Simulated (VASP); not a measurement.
Here is a VASP 6.6.1 calculation.

INCAR

```
SYSTEM = BeAs3
PREC     = Accurate       ! precision mode
ENCUT    = 520            ! plane-wave cutoff, eV
EDIFF    = 1E-6           ! SCF threshold, eV
ISMEAR   = 0              ! smearing method
SIGMA    = 0.1            ! smearing width, eV
LREAL    = .FALSE.        ! projectors in reciprocal space
LASPH    = .TRUE.         ! aspherical terms in the spheres
NELM     = 100            ! most SCF steps
ALGO     = Normal         ! electronic algorithm
ISIF     = 2              ! what is computed and relaxed
LWAVE    = .FALSE.        ! write WAVECAR
LCHARG   = .FALSE.        ! write CHGCAR
GGA      = PE             ! functional
NBANDS   = 16             ! bands
```

The input KPOINTS:

```
Automatic mesh
0
G
  12 12 12
  0 0 0
```

POSCAR

```
BeAs3
1.0
    4.1062299232      0.0000000000      0.0000000000
    0.0000000000      4.1062299232      0.0000000000
    0.0000000000      0.0000000000      4.1062299232
Be As
1 3
Direct
    0.0000000000      0.0000000000      0.0000000000
    0.0000000000      0.5000000000      0.5000000000
    0.5000000000      0.0000000000      0.5000000000
    0.5000000000      0.5000000000      0.0000000000
```

Potentials or basis: VASP PAW PBE potentials, release 64 (Be, As).

Launch:

```bash
$ cat potpaw_PBE.64/Be/POTCAR potpaw_PBE.64/As/POTCAR > POTCAR
$ mpirun -np 1 vasp_std > vasp.out
```

Question: Predict the pressure.

Answer: 0.1 GPa.
